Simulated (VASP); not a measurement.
# Ti (I4/mmm) in VASP: a series of runs, part 2 of 2

VASP 6.6.1.

## Step 4: Single point, PBEsol (volume 15.655 Å^3 an atom, c/a of the conventional cell 1.0776)

File INCAR:

```
ALGO     = Fast           # electronic algorithm
EDIFF    = 1E-7           # SCF threshold, eV
ENCUT    = 520            # plane-wave cutoff, eV
GGA      = PS             # functional
ISIF     = 2              # what is computed and relaxed
ISMEAR   = 0              # smearing method
LASPH    = True           # aspherical terms in the spheres
LCHARG   = True           # write CHGCAR
LELF     = True           # ELF
LREAL    = False          # projectors in reciprocal space
LVHAR    = True         
LWAVE    = False          # write WAVECAR
NBANDS   = 12             # bands
NELM     = 100            # most SCF steps
PREC     = Accurate       # precision mode
SIGMA    = 0.15           # smearing width, eV
```

File KPOINTS:

```
k-points
0
Gamma
  22 22 22
```

File POSCAR:

```
Ti
1.0
   -1.5371343673      1.5371343673      1.6564159942
    1.5371343673     -1.5371343673      1.6564159942
    1.5371343673      1.5371343673     -1.6564159942
Ti
1
Direct
    0.0000000000      0.0000000000      0.0000000000
```

On the command line:

```console
$ cat potpaw_PBE.64/Ti_sv/POTCAR > POTCAR
$ mpirun -np 1 vasp_std > vasp.out
```

Run time: 1.9 min. Hardware: 1 thread of Intel Xeon 6975P-C (Granite Rapids), shared host; peak memory 0.26 GiB.

The run converged. Its results:

| Property | Result |
| --- | --- |
| Free energy | -8.2332 eV |
| Pressure | 6.6 GPa |
| Band gap on the k mesh | zero (band 6 reaches 10.12 eV, above the bottom of band 7 at 8.42 eV) |

Stress tensor (GPa, compression positive):
```
6.32 0.00 0.00
0.00 6.32 0.00
0.00 0.00 7.28
```

Levels at points of the mesh, in eV from the Fermi level:
| k point | band 4 | band 5 | band 6 | band 7 | band 8 | band 9 |
| --- | --- | --- | --- | --- | --- | --- |
| (0.00, 0.00, 0.00) | -31.93 | -6.18 | 0.89 | 0.89 | 1.46 | 2.68 |
| (0.50, 0.00, 0.00) | -31.93 | -2.73 | -0.28 | 1.33 | 2.65 | 3.55 |
| (0.50, 0.50, 0.00) | -31.99 | -2.78 | -0.99 | 1.88 | 3.50 | 3.69 |
| (0.50, 0.50, 0.50) | -32.52 | -2.61 | -2.38 | 4.35 | 4.50 | 4.50 |

Caveat: the PAW data sets were made with another functional, which shifts forces and pressure a little.

## Step 5: Single point, PBEsol (volume 15.655 Å^3 an atom, c/a of the conventional cell 0.9280)

File INCAR:

```
SYSTEM = Ti
PREC = Accurate
ENCUT = 520
EDIFF = 1E-6
ISMEAR = 0
SIGMA = 0.15
LREAL = .False.
LASPH = .True.
NELM = 100
ALGO = Fast
ISIF = 2
LWAVE = .False.
LCHARG = .True.
GGA = PS
LELF = .True.
LVHAR = .True.
NBANDS = 12
```

File KPOINTS:

```
Automatic mesh
0
Gamma
  22 22 22
  0 0 0
```

File POSCAR:

```
Ti
1.0
   -1.6156540297      1.6156540297      1.4993269395
    1.6156540297     -1.6156540297      1.4993269395
    1.6156540297      1.6156540297     -1.4993269395
Ti
1
Direct
    0.0000000000      0.0000000000      0.0000000000
```

On the command line:

```console
$ cat potpaw_PBE.64/Ti_sv/POTCAR > POTCAR
$ mpirun -np 1 vasp_std > vasp.out
```

Run time: 86 s. Hardware: 1 thread of Intel Xeon 6975P-C (Granite Rapids), shared host; peak memory 0.25 GiB.

Results (log left out):

| Quantity | Value |
| --- | --- |
| Free energy | -8.2356 eV |
| Pressure | 6.5 GPa |
| Band gap on the k mesh | zero (band 6 reaches 10.08 eV, above the bottom of band 7 at 8.39 eV) |

Stress tensor (GPa, compression positive):
```
7.27 0.00 0.00
0.00 7.27 0.00
0.00 0.00 4.93
```

Levels at points of the mesh, in eV from the Fermi level:
```
           k point  band 2  band 3  band 4  band 5  band 6  band 7  band 8  band 9  band 10  band 11
(0.00, 0.00, 0.00)  -31.94  -31.94  -31.93   -6.18    0.65    1.29    1.29    2.63     3.39    17.69
(0.50, 0.00, 0.00)  -32.88  -32.24  -31.98   -2.76   -0.77    1.71    3.07    3.80     4.85    10.18
(0.50, 0.50, 0.00)  -32.89  -32.19  -31.91   -2.73   -0.03    1.12    2.57    3.26     4.78     9.59
(0.50, 0.50, 0.50)  -32.62  -32.62  -32.48   -2.61   -2.39    4.40    4.40    4.56     8.50     8.50
```

Caveat: the PAW data sets were made with another functional, which shifts forces and pressure a little.

## Step 6: Single point, PBEsol (volume 15.655 Å^3 an atom, c/a of the conventional cell 1.2513)

File INCAR:

```
PREC = Accurate
ENCUT = 520
EDIFF = 1E-7
ISMEAR = 0
SIGMA = 0.15
LREAL = False
LASPH = True
NELM = 100
ALGO = Fast
ISIF = 2
LWAVE = False
LCHARG = False
GGA = PS
NBANDS = 12
```

File KPOINTS:

```
regular mesh
0
Gamma
  22 22 22
```

File POSCAR:

```
Ti
1.0
   -1.4624371540      1.4624371540      1.8299476108
    1.4624371540     -1.4624371540      1.8299476108
    1.4624371540      1.4624371540     -1.8299476108
Ti
1
Direct
    0.0000000000      0.0000000000      0.0000000000
```

Potentials or basis: VASP PAW PBE potentials, release 64 (Ti_sv).

On the command line:

```console
$ cat potpaw_PBE.64/Ti_sv/POTCAR > POTCAR
$ mpirun -np 1 vasp_std > vasp.out
```

Run time: 2 min. Hardware: 1 thread of Intel Xeon 6975P-C (Granite Rapids), shared host; peak memory 0.27 GiB.

The run converged. Its results:

| Item | Value |
| --- | --- |
| Free energy | -8.2545 eV |
| Pressure | 7.6 GPa |
| Band gap on the k mesh | zero (band 6 reaches 10.08 eV, above the bottom of band 7 at 8.53 eV) |

Stress tensor (GPa, compression positive):
```
6.54 0.00 0.00
0.00 6.54 0.00
0.00 0.00 9.62
```

Levels at points of the mesh, in eV from the Fermi level:
```
           k point  band 3  band 4  band 5  band 6  band 7  band 8  band 9  band 10
(0.00, 0.00, 0.00)  -32.08  -32.07   -6.29    0.73    0.73    1.70    2.18     3.29
(0.50, 0.00, 0.00)  -32.28  -32.12   -2.81    0.23    1.03    1.52    3.81     4.38
(0.50, 0.50, 0.00)  -32.42  -32.26   -2.93   -1.75    2.62    3.95    4.02     4.72
(0.50, 0.50, 0.50)  -32.53  -32.53   -2.89   -2.21    4.09    4.44    4.44     5.17
```

Caveat: the PAW data sets were made with another functional, which shifts forces and pressure a little.

## Step 7: Overview

```csv
cell,further INCAR settings,gap on the mesh (eV),pressure (GPa)
"a = 2.743 Å, angles 105.7, 105.7, 117.3°, 1 atom",ALGO = Fast; EDIFF = 1e-06; NBANDS = 12,none,6.5
"a = 2.744 Å, angles 113.7, 113.7, 101.2°, 1 atom",ALGO = Fast; EDIFF = 1e-06; NBANDS = 12,none,6.9
"a = 2.733 Å, angles 111.6, 111.6, 105.4°, 1 atom",ALGO = Fast; EDIFF = 1e-07; NBANDS = 12,none,6.6
"a = 2.733 Å, angles 107.5, 107.5, 113.5°, 1 atom",ALGO = Fast; EDIFF = 1e-06; NBANDS = 12,none,6.5
"a = 2.762 Å, angles 116.0, 116.0, 97.0°, 1 atom",ALGO = Fast; EDIFF = 1e-07; NBANDS = 12,none,7.6
```

Alike in all rows: task single point; level PBEsol; potentials or basis VASP PAW PBE potentials, release 64 (Ti_sv); no spin polarisation; k mesh 22 × 22 × 22; cutoff (eV) 520; smearing gaussian 0.15 eV.

Caveats: the PAW data sets were made with another functional, which shifts forces and pressure a little.

Total energies depend on the potentials used, so only differences within one code and one set of settings carry meaning.
